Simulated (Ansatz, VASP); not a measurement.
# One calculation of Mg2Sn, two programs

POSCAR

```
Mg2Sn
1.0
    0.0000000000      3.4128490000      3.4128490000
    3.4128490000      0.0000000000      3.4128490000
    3.4128490000      3.4128490000      0.0000000000
Sn Mg
1 2
Direct
    0.0000000000      0.0000000000      0.0000000000
    0.2500000000      0.2500000000      0.2500000000
    0.7500000000      0.7500000000      0.7500000000
```

Contents of INCAR.step1:

```
SYSTEM = Mg2Sn
  ALGO = Normal
  EDIFF = 1E-5
  ENCUT = 660
  GGA = PE
  GGA_COMPAT = .FALSE.
  ISMEAR = -1
  LASPH = .TRUE.
  LCHARG = .FALSE.
  LREAL = .FALSE.
  LWAVE = .TRUE.
  NBANDS = 16
  NELM = 120
  PREC = Accurate
  SIGMA = 0.1
```

File INCAR.step2:

```
SYSTEM = Mg2Sn
  ALGO = Normal
  EDIFF = 1E-6
  ENCUT = 660
  GGA_COMPAT = .FALSE.
  ISIF = 2
  ISMEAR = -1
  ISTART = 1
  LASPH = .TRUE.
  LCHARG = .FALSE.
  LMIXTAU = .TRUE.
  LREAL = .FALSE.
  LWAVE = .FALSE.
  METAGGA = R2SCAN
  NBANDS = 16
  NELM = 120
  PREC = Accurate
  SIGMA = 0.1
```

KPOINTS

```
k-points
0
G
  9 9 9
  0 0 0
```

Input for Ansatz:

```yaml
crystal:
  lattice:
    - [0.0, 3.412849, 3.412849]
    - [3.412849, 0.0, 3.412849]
    - [3.412849, 3.412849, 0.0]
  atoms:
    - { symbol: Sn, position: [0.0, 0.0, 0.0] }
    - { symbol: Mg, position: [0.25, 0.25, 0.25] }
    - { symbol: Mg, position: [0.75, 0.75, 0.75] }
  symmetry: { tolerance: 0.0003 }
kpoints:
  mp_grid: { grid: [9, 9, 9], shift: [0, 0, 0] }
  band_path:
    path:
      - [0.0, 0.0, 0.0]
      - [0.5, 0.0, 0.5]
      - [0.625, 0.25, 0.625]
      - [0.375, 0.375, 0.75]
      - [0.0, 0.0, 0.0]
      - [0.5, 0.5, 0.5]
      - [0.5, 0.25, 0.75]
      - [0.5, 0.0, 0.5]
    npoints: 8
magnetization:
  spin_polarized: false
scf:
  occupations: { method: fermi_dirac }
  lower_state_search: "off"
  max_iter: 200
hamiltonian:
  pseudopotentials: { kind: paw }
  xc: r2scan
basis:
  ecutwfc: 500
  fft_grid_basis: typed
output:
  forces: true
  stress: true
  eigenvalues: true
  bader: true
  populations: true
  elf: true
  write_potential: true
  volumetric_format: npy
  dos:
    e_range: [-12, 8]
    de: 0.05
    projected: { site_lists: { Mg: [Mg], Sn: [Sn] } }
checkpoint:
  read: saved_state
```

Alike in both runs: task single point; functional r2SCAN; k mesh 9 × 9 × 9; no spin polarisation.

|  | VASP | Ansatz |
| --- | --- | --- |
| version | VASP 6.6.1 | Ansatz 0.2.0 |
| potentials or method | VASP PAW PBE potentials, release 64 (Sn_d, Mg), cutoff 660 eV | PAW plane waves |
| occupations | fermi-dirac, width 0.1 eV | fermi-dirac |
| valence electrons in the cell | 18 | 34 |

|  | VASP | Ansatz | Ansatz less VASP |
| --- | --- | --- | --- |
| pressure (GPa) | -1.4 | -1.2 | +0.17 |

VASP's potentials were made for PBE, not for r2SCAN. VASP's potentials hold 18 valence electrons a cell and Ansatz's 34, so a difference there can come from the potentials and not from the codes.
